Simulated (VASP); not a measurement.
# CuAu (R-3m) in VASP: a series of runs

The runs below take CuAu through single point, with LDA, PBEsol.

Program: VASP 6.6.1. These are calculated values, not measurements. Logs are shortened: lines on timing, memory, paths and dates and some standing lists are left out, and cuts for length are marked.

**1. The cell of the first run**

The structure is trigonal, space group R-3m (No. 166). The conventional cell has a = 2.867 Å, b = 2.867 Å, c = 12.683 Å, α = 90.00°, β = 90.00°, γ = 120.00°. Within 3.5 Å of Au (site symmetry -3m) lie 6 Cu at 2.68 Å and 6 Au at 2.87 Å. Within 3.5 Å of Cu (site symmetry -3m) lie 6 Au at 2.68 Å and 6 Cu at 2.87 Å.

**2. Single point, LDA (volume scaled by 0.98)**

The input, INCAR:

```
PREC = Accurate ; ENCUT = 520
EDIFF = 1E-6 ; ISMEAR = -1
SIGMA = 0.05 ; LREAL = F
LASPH = T ; NELM = 100
ALGO = Fast ; ISIF = 2
LWAVE = F ; LCHARG = F
GGA = CA ; NBANDS = 18
```

The input, KPOINTS:

```
Automatic mesh
0
Gamma
  11 11 11
```

The input, POSCAR:

```
CuAu
1.0
    1.4333716108      0.8275574853      4.2276049958
   -1.4333716108      0.8275574853      4.2276049958
    0.0000000000     -1.6551149707      4.2276049958
Au Cu
1 1
Direct
    0.0000000000      0.0000000000      0.0000000000
    0.5000000000      0.5000000000      0.5000000000
```

Potentials or basis: VASP PAW LDA potentials, release 64 (Au, Cu).

Started as:

```bash
> cat potpaw_LDA.64/Au/POTCAR potpaw_LDA.64/Cu/POTCAR > POTCAR
> mpirun -np 1 vasp_std > vasp.out
```

OUTCAR:

```text
PREC = Accurate
   ENCUT = 520
   EDIFF = 1E-6
   ISMEAR = -1
   LREAL = F
   LASPH = T
   NELM = 100
   ISIF = 2
   GGA = CA

 ion  position               nearest neighbor table
   1  0.000  0.000  0.000-   2 2.68   2 2.68   2 2.68   2 2.68   2 2.68   2 2.68
   2  0.500  0.500  0.500-   1 2.68   1 2.68   1 2.68   1 2.68   1 2.68   1 2.68

  LATTYP: Found a trigonal (rhomboedric) cell.
 ALAT       =     4.5400495115
 COS(alpha) =     0.8006453295

  Lattice vectors:

 A1 = (   1.4333716108,   0.8275574853,   4.2276049958)
 A2 = (  -1.4333716108,   0.8275574853,   4.2276049958)
 A3 = (   0.0000000000,  -1.6551149707,   4.2276049958)

Analysis of symmetry for initial positions (statically):
=====================================================================
 Subroutine PRICEL returns:
 Original cell was already a primitive cell.

 Routine SETGRP: Setting up the symmetry group for a
 trigonal (rhombohedral) supercell.

 Subroutine GETGRP returns: Found 12 space group operations
 (whereof 12 operations were pure point group operations)
 out of a pool of 12 trial point group operations.

The static configuration has the point symmetry D_3d.

Analysis of symmetry for dynamics (positions and initial velocities):
=====================================================================
 Subroutine PRICEL returns:
 Original cell was already a primitive cell.

 Routine SETGRP: Setting up the symmetry group for a
 trigonal (rhombohedral) supercell.

 Subroutine GETGRP returns: Found 12 space group operations
 (whereof 12 operations were pure point group operations)
 out of a pool of 12 trial point group operations.

The dynamic configuration has the point symmetry D_3d.

 Subroutine INISYM returns: Found 12 space group operations
 (whereof 12 operations are pure point group operations),
 and found     1 'primitive' translations

----------------------------------------------------------------------------------------

                                     Primitive cell

  volume of cell :      30.0886

  direct lattice vectors                    reciprocal lattice vectors
     1.433371611  0.827557485  4.227604996     0.348827894  0.201395878  0.078846849
    -1.433371611  0.827557485  4.227604996    -0.348827894  0.201395878  0.078846849
     0.000000000 -1.655114971  4.227604996     0.000000000 -0.402791757  0.078846849

  length of vectors
[... 80 lines left out ...]
   ENCUT  =  520.0 eV  38.22 Ry    6.18 a.u.   8.44  8.44  8.44*2*pi/ulx,y,z
   NELM   =    100;   NELMIN=  2; NELMDL= -5     # of ELM steps
   EDIFF  = 0.1E-05   stopping-criterion for ELM
   LREAL  =      F    real-space projection
   EDIFFG = 0.1E-04   stopping-criterion for IOM
   NSW    =      0    number of steps for IOM
   IBRION =     -1    ionic relax: 0-MD 1-quasi-New 2-CG
   NFREE  =      0    steps in history (QN), initial steepest desc. (CG)
   ISIF   =      2    stress and relaxation
   ISYM   =      2    0-nonsym 1-usesym 2-fastsym
   POTIM  = 0.5000    time-step for ionic-motion
   TEBEG  =    0.0;   TEEND  =   0.0 temperature during run
   PSTRESS=    0.0 pullay stress
   NELECT =      22.0000    total number of electrons
   NUPDOWN=      -1.0000    fix difference up-down
   EMIN   =  10.00;   EMAX   =-10.00  energy-range for DOS
   EFERMI =   0.00;   METHOD = LEGACY
   ISMEAR =    -1;   SIGMA  =   0.05  broadening in eV -4-tet -1-fermi 0-gaus
   EFERMI_NEDOS =   21; number of points for ismear=-14 and -15
   IALGO  =     68    algorithm
   IMIX   =      4    mixing-type and parameters
     AMIX     =   0.40;   BMIX     =  1.00
     AMIX_MAG =   1.60;   BMIX_MAG =  1.00
  volume/ion in A,a.u.               =      15.04       101.52
  Fermi-wavevector in a.u.,A,eV,Ry     =   1.474851  2.787064 29.595200  2.175186
  Thomas-Fermi vector in A             =   2.589572
   LORBIT       =      0    0 simple, 1 ext, 2 COOP (PROOUT), +10 PAW based schemes
   GGA     = CA    functional components
   LHFCALC =     F    Hartree Fock is set to
   AEXX    =    0.0000 exact exchange contribution
   IVDW    =     0    specifies the selected vdW correction
   LEPSILON=     F    determine dielectric tensor
   LRPA    =     F    only Hartree local field effects (RPA)
 non-spin polarized calculation
 RMM-DIIS sequential band-by-band and
  energy-cutoff  :      520.00
  volume of cell :       30.09
 maximum number of plane-waves:       834
 NGX is ok and might be reduce to    36
   NGX = 17   NGY = 17   NGZ = 17

 number of electron      22.0000002 magnetization

 Free energy of the ion-electron system (eV)
  ---------------------------------------------------
  ext. energy  EPLUGINS =         0.00000000
  ---------------------------------------------------
  free energy    TOTEN  =        -9.03492014 eV

  energy without entropy =       -9.02694445  energy(sigma->0) =       -9.03093230

 E-fermi :   8.1131     XC(G=0): -12.7676

 val. band max:        8.1009579065   @ k =  -0.3636   0.3636   0.2727
 cond. band min:       8.1156246182   @ k =  -0.2727   0.2727   0.0909
 fundamental gap:      0.0146667117
 Fermi energy:         8.1130809989

 k-point     1 :       0.0000    0.0000    0.0000
  band No.  band energies     occupation
      1      -1.5244      2.00000
      2       1.5280      2.00000
      3       3.2447      2.00000
      4       3.2447      2.00000
      5       4.2631      2.00000
      6       4.2631      2.00000
[... 481 lines left out ...]
      5       3.8762      2.00000
      6       5.1146      2.00000
[... 10 lines left out ...]
     17      20.7069      0.00000
     18      27.5791      0.00000

 [... further k-points ...]

------------------------ aborting loop because EDIFF is reached ----------------------------------------

  FORCE on cell =-STRESS in cart. coord.  units (eV):
  Direction    XX          YY          ZZ          XY          YZ          ZX
  --------------------------------------------------------------------------------------
  -------------------------------------------------------------------------------------
  Total       -1.6966174     -1.6966174     -1.4951766      0.0000000      0.0000000      0.0000000
  in kB      -90.3424512    -90.3424512    -79.6160175      0.0000000      0.0000000      0.0000000
  external PRESSURE =     -86.7669733 kB  Pullay stress =       0.0000000 kB

 VOLUME and BASIS-vectors are now :
 -----------------------------------------------------------------------------
  energy-cutoff  :      520.00
  volume of cell :       30.09
      direct lattice vectors                 reciprocal lattice vectors
     1.433371611  0.827557485  4.227604996     0.348827894  0.201395878  0.078846849
    -1.433371611  0.827557485  4.227604996    -0.348827894  0.201395878  0.078846849
     0.000000000 -1.655114971  4.227604996     0.000000000 -0.402791757  0.078846849

 POSITION                                       TOTAL-FORCE (eV/Angst)
 -----------------------------------------------------------------------------------
      0.00000      0.00000      0.00000        -0.000000     -0.000000      0.000000
      0.00000     -0.00000      6.34141         0.000000      0.000000     -0.000000
 -----------------------------------------------------------------------------------
    total drift:                                0.000000     -0.000000      0.000000

  FREE ENERGIE OF THE ION-ELECTRON SYSTEM (eV)
  ---------------------------------------------------
  free  energy   TOTEN  =        -9.0349201400 eV

  energy  without entropy=       -9.0269444534  energy(sigma->0) =       -9.03093230
```

OSZICAR:

```text
N       E                     dE             d eps       ncg     rms          rms(c)
DAV:   1     0.129499847189E+03    0.12950E+03   -0.10898E+04  5692   0.173E+03
DAV:   2    -0.437041390928E+01   -0.13387E+03   -0.12515E+03  5328   0.298E+02
DAV:   3    -0.100749692989E+02   -0.57046E+01   -0.55505E+01  6300   0.719E+01
[... 15 lines left out ...]
RMM:  19    -0.903505141698E+01    0.33845E-03   -0.24777E-04  8816   0.236E-01    0.120E-01
RMM:  20    -0.903493758943E+01    0.11383E-03   -0.13463E-04  8815   0.171E-01    0.600E-02
RMM:  21    -0.903492310899E+01    0.14480E-04   -0.60962E-06  5657   0.406E-02    0.550E-02
RMM:  22    -0.903492060421E+01    0.25048E-05   -0.14903E-06  3572   0.148E-02    0.607E-02
RMM:  23    -0.903492013999E+01    0.46422E-06   -0.58203E-07  3144   0.642E-03
   1 F= -.90349201E+01 E0= -.90309323E+01  d E =-.797569E-02
```

It took 2.1 min on 1 thread of Intel Xeon 6975P-C (Granite Rapids), shared host; peak memory 0.25 GiB.

What came out:

```
Free energy            : -9.0349 eV
Pressure               : -8.7 GPa
Band gap on the k mesh : zero (band 11 reaches 10.16 eV, above the bottom of band 12 at 5.88 eV)
```

Caveat: spin-orbit coupling is left out, which moves the levels of the heavy elements.

(Part 1 of 2 ends here.)
